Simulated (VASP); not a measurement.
Crystal: LiCl.

```
Li Cl
1.0
     0.00000    2.81941    2.81941
     2.81941    0.00000    2.81941
     2.81941    2.81941    0.00000
Li Cl
1 1
Direct
  0.00000 0.00000 0.00000
  0.25000 0.25000 0.25000
```

This cell differs from its parent crystal: strain +3.2%.

Base run:

* Program: VASP 6.6.1
* Functional: r2SCAN
* Potentials or basis: VASP PAW PBE potentials, release 64 (Li_sv, Cl)
* Cutoff: 520 eV
* k mesh: 8 × 8 × 8
* Occupations: gaussian, width 0.01 eV
* Spin: no spin polarisation

Its results: band gap on the k mesh 6.43 eV.

Problem. The run is repeated on the same cell with these changes: functional from r2SCAN to PBE; occupations from gaussian, width 0.01 eV to fermi-dirac, width 0.02 eV. What comes out?

Solution. Band gap on the k mesh 5.74 eV.

Caveats: the structure was generated, so it needn't be the stable form of LiCl.

A k mesh can miss the band edges.
